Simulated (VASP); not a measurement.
# CsMg7 in VASP: a series of runs

The runs below take CsMg7 through single point, with PBE.

Program: VASP 6.6.1. These are calculated values, not measurements. Logs are shortened: lines on timing, memory, paths and dates and some standing lists are left out, and cuts for length are marked.

### Step 1. The cell of the first run

The structure is hexagonal, space group P-6m2 (No. 187). The conventional cell has a = 7.015 Å, b = 7.015 Å, c = 5.446 Å, α = 90.00°, β = 90.00°, γ = 120.00°. Cs (site symmetry -6m2) has 12 Mg at 3.51 to 3.52 Å within 4.6 Å. Within 4.5 Å of Mg (site symmetry -6m2) lie 12 Mg at 3.42 to 3.51 Å. Mg (site symmetry mm2) has 10 Mg at 3.14 to 3.87 Å and 2 Cs at 3.52 Å within 4.1 Å. Within 4.4 Å of Mg (site symmetry mm2) lie 10 Mg at 3.32 to 3.58 Å and 2 Cs at 3.51 Å.

### Step 2. Single point, PBE

Contents of INCAR:

```
SYSTEM = CsMg7
  PREC = Accurate
  ENCUT = 520
  EDIFF = 1E-7
  ISMEAR = -1
  SIGMA = 0.05
  LREAL = .False.
  LASPH = .True.
  NELM = 60
  ALGO = Normal
  ISIF = 2
  LWAVE = .False.
  LCHARG = .False.
  GGA = PE
  NBANDS = 22
```

Contents of KPOINTS:

```
regular mesh
0
Gamma
  5 5 5
  0 0 0
```

Contents of POSCAR:

```
CsMg7
1.0
    7.0154397759      0.0000000000      0.0000000000
   -3.5077198880      6.0755490647      0.0000000000
    0.0000000000      0.0000000000      5.4458530000
Cs Mg
1 7
Direct
    0.0000000000      0.0000000000      0.0000000000
    0.6666666667      0.3333333333      0.5000000000
    0.6320860000      0.8160430000      0.5000000000
    0.1839570000      0.8160430000      0.5000000000
    0.1839570000      0.3679140000      0.5000000000
    0.4963465000      0.9926930000      0.0000000000
    0.4963465000      0.5036535000      0.0000000000
    0.0073070000      0.5036535000      0.0000000000
```

Potentials or basis: VASP PAW PBE potentials, release 64 (Cs_sv, Mg).

Started as:

```console
$ cat potpaw_PBE.64/Cs_sv/POTCAR potpaw_PBE.64/Mg/POTCAR > POTCAR
$ mpirun -np 1 vasp_std > vasp.out
```

OUTCAR:

```text
SYSTEM = CsMg7
   PREC = Accurate
   ENCUT = 520
   EDIFF = 1E-7
   ISMEAR = -1
   LREAL = .False.
   LASPH = .True.
   NELM = 60
   ISIF = 2
   GGA = PE

 ion  position               nearest neighbor table
   1  0.000  0.000  0.000-
   2  0.667  0.333  0.500-   8 3.42   8 3.42   6 3.42   6 3.42   7 3.42   7 3.42   5 3.51   3 3.51
                             4 3.51   4 3.51   5 3.51   3 3.51
   3  0.632  0.816  0.500-   4 3.14   5 3.14   6 3.32   6 3.32   7 3.32   7 3.32   2 3.51   2 3.51

   4  0.184  0.816  0.500-   3 3.14   5 3.14   6 3.32   6 3.32   8 3.32   8 3.32   2 3.51   2 3.51

   5  0.184  0.368  0.500-   3 3.14   4 3.14   7 3.32   7 3.32   8 3.32   8 3.32   2 3.51   2 3.51

   6  0.496  0.993  0.000-   4 3.32   4 3.32   3 3.32   3 3.32   2 3.42   2 3.42   8 3.43   7 3.43
                             8 3.58   7 3.58
   7  0.496  0.504  0.000-   5 3.32   5 3.32   3 3.32   3 3.32   2 3.42   2 3.42   8 3.43   6 3.43
                             8 3.58   6 3.58
   8  0.007  0.504  0.000-   5 3.32   5 3.32   4 3.32   4 3.32   2 3.42   2 3.42   7 3.43   6 3.43
                             7 3.58   6 3.58

  LATTYP: Found a hexagonal cell.
 ALAT       =     7.0154397759
 C/A-ratio  =     0.7762668021

  Lattice vectors:

 A1 = (   7.0154397759,   0.0000000000,   0.0000000000)
 A2 = (  -3.5077198880,   6.0755490647,   0.0000000000)
 A3 = (   0.0000000000,   0.0000000000,   5.4458530000)

Analysis of symmetry for initial positions (statically):
=====================================================================
 Subroutine PRICEL returns:
 Original cell was already a primitive cell.

 Routine SETGRP: Setting up the symmetry group for a
 hexagonal supercell.

 Subroutine GETGRP returns: Found 12 space group operations
 (whereof 12 operations were pure point group operations)
 out of a pool of 24 trial point group operations.

The static configuration has the point symmetry D_3h.

Analysis of symmetry for dynamics (positions and initial velocities):
=====================================================================
 Subroutine PRICEL returns:
 Original cell was already a primitive cell.

 Routine SETGRP: Setting up the symmetry group for a
 hexagonal supercell.

 Subroutine GETGRP returns: Found 12 space group operations
 (whereof 12 operations were pure point group operations)
 out of a pool of 24 trial point group operations.

[... 104 lines left out ...]
   EDIFFG = 0.1E-05   stopping-criterion for IOM
   NSW    =      0    number of steps for IOM
   IBRION =     -1    ionic relax: 0-MD 1-quasi-New 2-CG
   NFREE  =      0    steps in history (QN), initial steepest desc. (CG)
   ISIF   =      2    stress and relaxation
   ISYM   =      2    0-nonsym 1-usesym 2-fastsym
   POTIM  = 0.5000    time-step for ionic-motion
   TEBEG  =    0.0;   TEEND  =   0.0 temperature during run
   PSTRESS=    0.0 pullay stress
   NELECT =      23.0000    total number of electrons
   NUPDOWN=      -1.0000    fix difference up-down
   EMIN   =  10.00;   EMAX   =-10.00  energy-range for DOS
   EFERMI =   0.00;   METHOD = LEGACY
   ISMEAR =    -1;   SIGMA  =   0.05  broadening in eV -4-tet -1-fermi 0-gaus
   EFERMI_NEDOS =   21; number of points for ismear=-14 and -15
   IALGO  =     38    algorithm
   IMIX   =      4    mixing-type and parameters
     AMIX     =   0.40;   BMIX     =  1.00
     AMIX_MAG =   1.60;   BMIX_MAG =  1.00
  volume/ion in A,a.u.               =      29.01       195.80
  Fermi-wavevector in a.u.,A,eV,Ry     =   0.757557  1.431575  7.808283  0.573893
  Thomas-Fermi vector in A             =   1.855930
   LORBIT       =      0    0 simple, 1 ext, 2 COOP (PROOUT), +10 PAW based schemes
   GGA     = PE    functional components
   LHFCALC =     F    Hartree Fock is set to
   AEXX    =    0.0000 exact exchange contribution
   IVDW    =     0    specifies the selected vdW correction
   LEPSILON=     F    determine dielectric tensor
   LRPA    =     F    only Hartree local field effects (RPA)
 non-spin polarized calculation
  energy-cutoff  :      520.00
  volume of cell :      232.12
 maximum number of plane-waves:      6283
 NGX is ok and might be reduce to    54
   NGX = 27   NGY = 27   NGZ = 21

 number of electron      22.9999999 magnetization

 Free energy of the ion-electron system (eV)
  ---------------------------------------------------
  ext. energy  EPLUGINS =         0.00000000
  ---------------------------------------------------
  free energy    TOTEN  =        -9.14327771 eV

  energy without entropy =       -9.11209931  energy(sigma->0) =       -9.12768851

 E-fermi :   2.0913     XC(G=0):  -8.1213

 val. band max:        2.0580165974   @ k =   0.4000  -0.0000   0.2000
 cond. band min:       2.0951221316   @ k =   0.2000  -0.0000   0.4000
 fundamental gap:      0.0371055342
 Fermi energy:         2.0912894469

 k-point     1 :       0.0000    0.0000    0.0000
  band No.  band energies     occupation
      1     -20.2648      2.00000
      2      -7.4218      2.00000
      3      -7.4218      2.00000
      4      -7.2555      2.00000
      5      -3.6536      2.00000
      6      -0.3064      2.00000
[... 364 lines left out ...]
     21       5.8516      0.00000
     22       6.1219      0.00000

------------------------ aborting loop because EDIFF is reached ----------------------------------------

  FORCE on cell =-STRESS in cart. coord.  units (eV):
  Direction    XX          YY          ZZ          XY          YZ          ZX
  --------------------------------------------------------------------------------------
  -------------------------------------------------------------------------------------
  Total       -0.1496577     -0.1496577      0.0353100      0.0000000      0.0000000      0.0000000
  in kB       -1.0330070     -1.0330070      0.2437261      0.0000000      0.0000000      0.0000000
  external PRESSURE =      -0.6074293 kB  Pullay stress =       0.0000000 kB

 VOLUME and BASIS-vectors are now :
 -----------------------------------------------------------------------------
  energy-cutoff  :      520.00
  volume of cell :      232.12
      direct lattice vectors                 reciprocal lattice vectors
     7.015439776  0.000000000  0.000000000     0.142542739  0.082297089  0.000000000
    -3.507719888  6.075549065  0.000000000     0.000000000  0.164594177  0.000000000
     0.000000000  0.000000000  5.445853000     0.000000000  0.000000000  0.183625963

 POSITION                                       TOTAL-FORCE (eV/Angst)
 -----------------------------------------------------------------------------------
      0.00000      0.00000      0.00000         0.000000     -0.000000      0.000000
      3.50772      2.02518      2.72293         0.000000     -0.000000      0.000000
      1.57191      4.95791      2.72293        -0.068539     -0.039571      0.000000
     -1.57191      4.95791      2.72293         0.068539     -0.039571      0.000000
     -0.00000      2.23528      2.72293        -0.000000      0.079141     -0.000000
     -0.00000      6.03116      0.00000         0.000000     -0.011722      0.000000
      1.71541      3.05997      0.00000        -0.010152      0.005861     -0.000000
     -1.71541      3.05997      0.00000         0.010152      0.005861     -0.000000
 -----------------------------------------------------------------------------------
    total drift:                               -0.000000      0.000000      0.000000

  FREE ENERGIE OF THE ION-ELECTRON SYSTEM (eV)
  ---------------------------------------------------
  free  energy   TOTEN  =        -9.1432777144 eV

  energy  without entropy=       -9.1120993114  energy(sigma->0) =       -9.12768851
```

OSZICAR:

```text
N       E                     dE             d eps       ncg     rms          rms(c)
DAV:   1     0.651492288142E+02    0.65149E+02   -0.69966E+03   660   0.768E+02
DAV:   2     0.169948710451E+00   -0.64979E+02   -0.61874E+02   914   0.102E+02
DAV:   3    -0.906102023541E+01   -0.92310E+01   -0.91352E+01   836   0.338E+01
DAV:   4    -0.922480201342E+01   -0.16378E+00   -0.16370E+00   810   0.541E+00
DAV:   5    -0.922599265233E+01   -0.11906E-02   -0.11906E-02   846   0.527E-01    0.174E+00
DAV:   6    -0.917733281161E+01    0.48660E-01   -0.40100E-02   824   0.666E-01    0.110E+00
DAV:   7    -0.914534560966E+01    0.31987E-01   -0.40291E-02   812   0.847E-01    0.200E-01
DAV:   8    -0.914327218264E+01    0.20734E-02   -0.66197E-03   756   0.278E-01    0.352E-02
DAV:   9    -0.914326972791E+01    0.24547E-05   -0.24036E-04   838   0.694E-02    0.146E-02
DAV:  10    -0.914327605843E+01   -0.63305E-05   -0.19482E-05   796   0.168E-02    0.378E-03
DAV:  11    -0.914327764770E+01   -0.15893E-05   -0.12607E-06   836   0.525E-03    0.628E-04
DAV:  12    -0.914327771440E+01   -0.66701E-07   -0.12339E-07   582   0.135E-03
   1 F= -.91432777E+01 E0= -.91276885E+01  d E =-.311784E-01
```

stdout:

```text
POSCAR found type information on POSCAR CsMg
 POSCAR found :  2 types and       8 ions
 scaLAPACK will be used
 LDA part: xc-table for (Slater+PW92), standard interpolation
 POSCAR, INCAR and KPOINTS ok, starting setup
 FFT: planning ... GRIDC
 FFT: planning ... GRID_SOFT
 FFT: planning ... GRID
 WAVECAR not read
 entering main loop
```

Wall time 63 s (1 thread of AMD EPYC 7R43 (Zen 3), shared host); peak memory 0.33 GiB.

Results:

| Property | Result |
| --- | --- |
| Free energy | -9.1433 eV |
| Pressure | -0.1 GPa |
| Largest force | 0.079 eV/Å |
| Band gap on the k mesh | zero (an odd number of electrons rules out a gap without spin polarisation) |

Forces in eV/Å, atoms in the order of the input:
```
Cs   0.000  0.000  0.000
Mg   0.000  0.000  0.000
Mg  -0.069 -0.040  0.000
Mg   0.069 -0.040  0.000
Mg   0.000  0.079  0.000
Mg   0.000 -0.012  0.000
Mg  -0.010  0.006  0.000
Mg   0.010  0.006  0.000
```

Levels at points of the mesh, in eV from the Fermi level:
```csv
k point,band 9,band 10,band 11,band 12,band 13,band 14,band 15,band 16
"(0.00, 0.00, 0.00)",-1.42,-0.74,-0.60,-0.60,0.14,1.63,1.63,2.43
```

Caveat: spin-orbit coupling is left out, which moves the levels of the heavy elements.

### Step 3. Single point, PBE (atoms moved at random)

Contents of INCAR:

```
SYSTEM = CsMg7
ALGO = Fast ; EDIFF = 1E-7
ENCUT = 520 ; GGA = PE
ISIF = 2 ; ISMEAR = -1
LASPH = .TRUE. ; LCHARG = .FALSE.
LREAL = .FALSE. ; LWAVE = .FALSE.
NBANDS = 22 ; NELM = 60
PREC = Accurate ; SIGMA = 0.05
```

Contents of KPOINTS:

```
k-points
0
G
  5 5 5
  0 0 0
```

Contents of POSCAR:

```
CsMg7
1.0
    7.0154397759      0.0000000000      0.0000000000
   -3.5077198880      6.0755490647      0.0000000000
    0.0000000000      0.0000000000      5.4458530000
Cs Mg
1 7
Direct
   -0.0003400000      0.0033740000     -0.0034180000
    0.6662430000      0.3306420000      0.5027560000
    0.6345580000      0.8193910000      0.5107910000
    0.1849940000      0.8196510000      0.5032090000
    0.1824650000      0.3637570000      0.4986190000
    0.4986590000      0.9946340000      0.0000820000
    0.4992290000      0.5119890000     -0.0045670000
    0.0101320000      0.5034750000      0.0036250000
```

Potentials or basis: VASP PAW PBE potentials, release 64 (Cs_sv, Mg).

Started as:

```console
$ cat potpaw_PBE.64/Cs_sv/POTCAR potpaw_PBE.64/Mg/POTCAR > POTCAR
$ mpirun -np 1 vasp_std > vasp.out
```

OUTCAR:

```text
SYSTEM = CsMg7
   EDIFF = 1E-7
   ENCUT = 520
   GGA = PE
   ISIF = 2
   ISMEAR = -1
   LASPH = .TRUE.
   LREAL = .FALSE.
   NELM = 60
   PREC = Accurate

 ion  position               nearest neighbor table
   1  1.000  0.003  0.997-
   2  0.666  0.331  0.503-   6 3.39   6 3.41   7 3.42   8 3.43   8 3.44   7 3.48   3 3.48   4 3.49
                             5 3.51   5 3.52   4 3.54   3 3.55
   3  0.635  0.819  0.511-   4 3.16   5 3.18   7 3.24   6 3.27   6 3.37   7 3.37   2 3.48   2 3.55

   4  0.185  0.820  0.503-   3 3.16   5 3.19   6 3.31   8 3.33   8 3.34   6 3.34   2 3.49   2 3.54

[... 822 lines left out ...]
  in kB       -1.7906599     -1.4170502      1.1450005      0.3903130      0.6999474      0.7557845
  external PRESSURE =      -0.6875699 kB  Pullay stress =       0.0000000 kB

 VOLUME and BASIS-vectors are now :
 -----------------------------------------------------------------------------
  energy-cutoff  :      520.00
  volume of cell :      232.12
      direct lattice vectors                 reciprocal lattice vectors
     7.015439776  0.000000000  0.000000000     0.142542739  0.082297089  0.000000000
    -3.507719888  6.075549065  0.000000000     0.000000000  0.164594177  0.000000000
     0.000000000  0.000000000  5.445853000     0.000000000  0.000000000  0.183625963

 POSITION                                       TOTAL-FORCE (eV/Angst)
 -----------------------------------------------------------------------------------
      7.00122      0.02050      5.42724         0.123220     -0.035470      0.142024
      3.51419      2.00883      2.73794        -0.003820      0.032193     -0.015209
      1.57751      4.97825      2.78169        -0.095300     -0.074408     -0.167581
     -1.57729      4.97983      2.74040         0.083502     -0.078413     -0.048101
      0.00411      2.21002      2.71541         0.010274      0.164189     -0.014440
      0.00941      6.04295      0.00045        -0.053220     -0.008924      0.051612
      1.70640      3.11061      5.42098        -0.026939     -0.075433      0.070265
     -1.69497      3.05889      0.01974        -0.037716      0.076267     -0.018571
 -----------------------------------------------------------------------------------
    total drift:                               -0.000053      0.000049     -0.000093

  FREE ENERGIE OF THE ION-ELECTRON SYSTEM (eV)
  ---------------------------------------------------
  free  energy   TOTEN  =        -9.1254535002 eV

  energy  without entropy=       -9.0949086436  energy(sigma->0) =       -9.11018107
```

stdout:

```text
POSCAR found type information on POSCAR CsMg
 POSCAR found :  2 types and       8 ions
 scaLAPACK will be used
 LDA part: xc-table for (Slater+PW92), standard interpolation
 POSCAR, INCAR and KPOINTS ok, starting setup
 FFT: planning ... GRIDC
 FFT: planning ... GRID_SOFT
 FFT: planning ... GRID
 WAVECAR not read
 entering main loop
```

It took 4.7 min on 1 thread of AMD EPYC 7R43 (Zen 3), shared host; peak memory 0.49 GiB.

What came out:

```
Free energy            : -9.1255 eV
Pressure               : -0.1 GPa
Largest force          : 0.207 eV/Å
Band gap on the k mesh : zero (an odd number of electrons rules out a gap without spin polarisation)
```

Forces in eV/Å, atoms in the order of the input:
```
Cs   0.123 -0.035  0.142
Mg  -0.004  0.032 -0.015
Mg  -0.095 -0.074 -0.168
Mg   0.084 -0.078 -0.048
Mg   0.010  0.164 -0.014
Mg  -0.053 -0.009  0.052
Mg  -0.027 -0.075  0.070
Mg  -0.038  0.076 -0.019
```

Caveat: the cell differs from its parent crystal (atoms moved at random); spin-orbit coupling is left out, which moves the levels of the heavy elements.
